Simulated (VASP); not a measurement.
# Cd3S (Pm-3m) in VASP: further runs, part 2 of 2

VASP 6.6.1. Earlier steps stand in the parts before.

### Step 4. Relaxation of cell and atoms, PBE

The input, INCAR:

```
ALGO = Normal ; EDIFF = 1E-6
EDIFFG = -0.01 ; ENCUT = 600
GGA = PE ; IBRION = 2
ISIF = 3 ; ISMEAR = 0
LASPH = T ; LCHARG = F
LREAL = F ; LWAVE = F
NELM = 60 ; NSW = 100
PREC = Accurate ; SIGMA = 0.1
```

The input, KPOINTS:

```
k-points
0
Gamma
  10 10 10
```

The input, POSCAR:

```
Cd3S
1.0
    4.4900528452      0.0000000000      0.0000000000
    0.0000000000      4.4900528452      0.0000000000
    0.0000000000      0.0000000000      4.4900528452
Cd S
3 1
Direct
    0.0000000000      0.5000000000      0.5000000000
    0.5000000000      0.0000000000      0.5000000000
    0.5000000000      0.5000000000      0.0000000000
    0.0000000000      0.0000000000      0.0000000000
```

Potentials or basis: VASP PAW PBE potentials, release 64 (Cd, S).

Launch:

```sh
$ cat potpaw_PBE.64/Cd/POTCAR potpaw_PBE.64/S/POTCAR > POTCAR
$ mpirun -np 1 vasp_std > vasp.out
```

OUTCAR:

```text
EDIFF = 1E-6
   EDIFFG = -0.01
   ENCUT = 600
   GGA = PE
   IBRION = 2
   ISIF = 3
   ISMEAR = 0
   LASPH = T
   LREAL = F
   NELM = 60
   NSW = 100
   PREC = Accurate

 ion  position               nearest neighbor table
   1  0.000  0.500  0.500-   2 3.17   3 3.17   4 3.17   3 3.17   4 3.17   2 3.17   4 3.17   4 3.17
                             2 3.17   3 3.17   3 3.17   2 3.17
   2  0.500  0.000  0.500-   1 3.17   3 3.17   4 3.17   3 3.17   4 3.17   1 3.17   3 3.17   3 3.17
                             1 3.17   4 3.17   4 3.17   1 3.17
   3  0.500  0.500  0.000-   1 3.17   2 3.17   4 3.17   1 3.17   2 3.17   2 3.17   4 3.17   2 3.17
                             1 3.17   4 3.17   1 3.17   4 3.17
   4  0.000  0.000  0.000-   1 3.17   2 3.17   3 3.17   1 3.17   2 3.17   1 3.17   3 3.17   1 3.17
                             2 3.17   3 3.17   2 3.17   3 3.17

  LATTYP: Found a simple cubic cell.
 ALAT       =     4.4900528452

  Lattice vectors:

 A1 = (   4.4900528452,   0.0000000000,   0.0000000000)
 A2 = (   0.0000000000,   4.4900528452,   0.0000000000)
 A3 = (   0.0000000000,   0.0000000000,   4.4900528452)

Analysis of symmetry for initial positions (statically):
=====================================================================
 Subroutine PRICEL returns:
 Original cell was already a primitive cell.

 Routine SETGRP: Setting up the symmetry group for a
 simple cubic supercell.

 Subroutine GETGRP returns: Found 48 space group operations
 (whereof 48 operations were pure point group operations)
 out of a pool of 48 trial point group operations.

The static configuration has the point symmetry O_h .

Analysis of symmetry for dynamics (positions and initial velocities):
=====================================================================
 Subroutine PRICEL returns:
 Original cell was already a primitive cell.

 Routine SETGRP: Setting up the symmetry group for a
 simple cubic supercell.
[... 182 lines left out ...]
      0.00000      2.24503      2.24503         0.000000      0.000000      0.000000
      2.24503      0.00000      2.24503         0.000000      0.000000      0.000000
      2.24503      2.24503      0.00000         0.000000      0.000000      0.000000
      0.00000      0.00000      0.00000         0.000000      0.000000      0.000000
 -----------------------------------------------------------------------------------
    total drift:                                0.000000      0.000000      0.000000

  FREE ENERGIE OF THE ION-ELECTRON SYSTEM (eV)
  ---------------------------------------------------
  free  energy   TOTEN  =        -6.0185151864 eV

  energy  without entropy=       -6.0097290829  energy(sigma->0) =       -6.01412213

--------------------------------------- Ionic step        2  -------------------------------------------

 number of electron      42.0000031 magnetization

 Free energy of the ion-electron system (eV)
  ---------------------------------------------------
  ext. energy  EPLUGINS =         0.00000000
  ---------------------------------------------------
  free energy    TOTEN  =        -6.02389079 eV

  energy without entropy =       -6.01562454  energy(sigma->0) =       -6.01975767

 E-fermi :   3.0114     XC(G=0): -10.5299

 val. band max:        2.9624227922   @ k =   0.3000   0.1000   0.0000
 cond. band min:       3.0179291891   @ k =   0.2000   0.2000   0.0000
 fundamental gap:      0.0555063970
 Fermi energy:         3.0114142880

 k-point     1 :       0.0000    0.0000    0.0000
  band No.  band energies     occupation
      1      -9.8797      2.00000
      2      -6.4347      2.00000
      3      -6.3072      2.00000
      4      -6.3072      2.00000
      5      -6.3072      2.00000
      6      -6.0278      2.00000
[... 661 lines left out ...]
     24       6.1489      0.00000
     25       7.6695      0.00000

 [... further k-points ...]
[... 5 lines left out ...]
  --------------------------------------------------------------------------------------
  -------------------------------------------------------------------------------------
  Total       -0.0014957     -0.0014957     -0.0014957      0.0000000      0.0000000      0.0000000
  in kB       -0.0269979     -0.0269979     -0.0269979      0.0000000      0.0000000      0.0000000
  external PRESSURE =      -0.0269979 kB  Pullay stress =       0.0000000 kB

 VOLUME and BASIS-vectors are now :
 -----------------------------------------------------------------------------
  energy-cutoff  :      600.00
  volume of cell :       88.76
      direct lattice vectors                 reciprocal lattice vectors
     4.460734057  0.000000000  0.000000000     0.224178350  0.000000000 -0.000000000
     0.000000000  4.460734057  0.000000000    -0.000000000  0.224178350 -0.000000000
     0.000000000  0.000000000  4.460734057    -0.000000000 -0.000000000  0.224178350

 POSITION                                       TOTAL-FORCE (eV/Angst)
 -----------------------------------------------------------------------------------
      0.00000      2.23037      2.23037         0.000000      0.000000      0.000000
      2.23037      0.00000      2.23037         0.000000      0.000000      0.000000
      2.23037      2.23037      0.00000        -0.000000     -0.000000      0.000000
      0.00000      0.00000      0.00000        -0.000000     -0.000000      0.000000
 -----------------------------------------------------------------------------------
    total drift:                                0.000000      0.000000      0.000000

  FREE ENERGIE OF THE ION-ELECTRON SYSTEM (eV)
  ---------------------------------------------------
  free  energy   TOTEN  =        -6.0238907913 eV

  energy  without entropy=       -6.0156245444  energy(sigma->0) =       -6.01975767

 reached required accuracy - stopping structural energy minimisation
```

OSZICAR:

```text
N       E                     dE             d eps       ncg     rms          rms(c)
DAV:   1     0.331023788368E+03    0.33102E+03   -0.23673E+04  2800   0.180E+03
[... 15 lines left out ...]
DAV:   3    -0.602566824099E+01    0.12350E-01   -0.41598E-02  2952   0.174E+00    0.758E-01
DAV:   4    -0.602394299881E+01    0.17252E-02   -0.29455E-03  2808   0.397E-01    0.755E-02
DAV:   5    -0.602388179352E+01    0.61205E-04   -0.30515E-04  2981   0.128E-01    0.317E-02
DAV:   6    -0.602388652469E+01   -0.47312E-05   -0.29859E-05  2896   0.362E-02    0.162E-02
DAV:   7    -0.602388954339E+01   -0.30187E-05   -0.22962E-06  1913   0.943E-03    0.658E-03
DAV:   8    -0.602389088689E+01   -0.13435E-05   -0.60011E-07  1426   0.755E-03    0.115E-03
DAV:   9    -0.602389079133E+01    0.95557E-07   -0.35818E-08  1422   0.159E-03
   2 F= -.60238908E+01 E0= -.60197577E+01  d E =-.537560E-02
```

CONTCAR:

```text
Cd3S
   1.00000000000000
     4.4607340570044620    0.0000000000000000    0.0000000000000000
     0.0000000000000000    4.4607340570044620    0.0000000000000000
     0.0000000000000000    0.0000000000000000    4.4607340570044620
  Cd              S
     3     1
Direct
     0.0000000000000000    0.5000000000000000    0.5000000000000000
     0.5000000000000000    0.0000000000000000    0.5000000000000000
     0.5000000000000000    0.5000000000000000    0.0000000000000000
     0.0000000000000000    0.0000000000000000    0.0000000000000000

  0.00000000E+00  0.00000000E+00  0.00000000E+00
  0.00000000E+00  0.00000000E+00  0.00000000E+00
  0.00000000E+00  0.00000000E+00  0.00000000E+00
  0.00000000E+00  0.00000000E+00  0.00000000E+00
```

It took 3.8 min on 1 thread of AMD EPYC 7R13 (Zen 3), shared host; peak memory 0.26 GiB.

Results:

| Quantity | Value |
| --- | --- |
| Free energy | -6.0239 eV |
| Relaxed volume | 22.19 Å³/atom |
| Relaxed cell | a = 4.461 Å, b = 4.461 Å, c = 4.461 Å, α = 90.00°, β = 90.00°, γ = 90.00° |
| Space group after relaxing (to 0.05 Å) | Pm-3m (No. 221) |
| Energy gained by relaxing | 1.3 meV/atom |
| Ionic steps | 2 |
| Pressure after relaxing | 0.0 GPa |
| Band gap on the k mesh | zero (band 21 reaches 4.15 eV, above the bottom of band 22 at 1.52 eV) |

The path:
```
step  energy change (eV)  largest force (eV/Å)  pressure (GPa)  volume (Å³)
   1              0.0000                0.0000           -0.96        90.52
   2             -0.0054                0.0000            0.00        88.76
```

Final structure:
```
Cd S
1.0
     4.46073    0.00000    0.00000
     0.00000    4.46073    0.00000
     0.00000    0.00000    4.46073
Cd S
3 1
Cartesian
  0.0000 2.2304 2.2304
  2.2304 0.0000 2.2304
  2.2304 2.2304 0.0000
  0.0000 0.0000 0.0000
```

### Step 5. The runs side by side

```csv
task,cell,k mesh,cutoff (eV),gap on the mesh (eV),pressure (GPa)
single point,"a = 4.490 Å, 4 atoms",4 × 4 × 4,520,none,-0.8
single point,"a = 4.456 Å, 4 atoms",10 × 10 × 10,520,none,0.2
relaxation of cell and atoms,"relaxed from a = 4.490 Å, 4 atoms",10 × 10 × 10,600,none,0.0
```

Alike in all rows: level PBE; potentials or basis VASP PAW PBE potentials, release 64 (Cd, S); no spin polarisation; smearing gaussian 0.1 eV.

Total energies depend on the potentials used, so only differences within one code and one set of settings carry meaning.
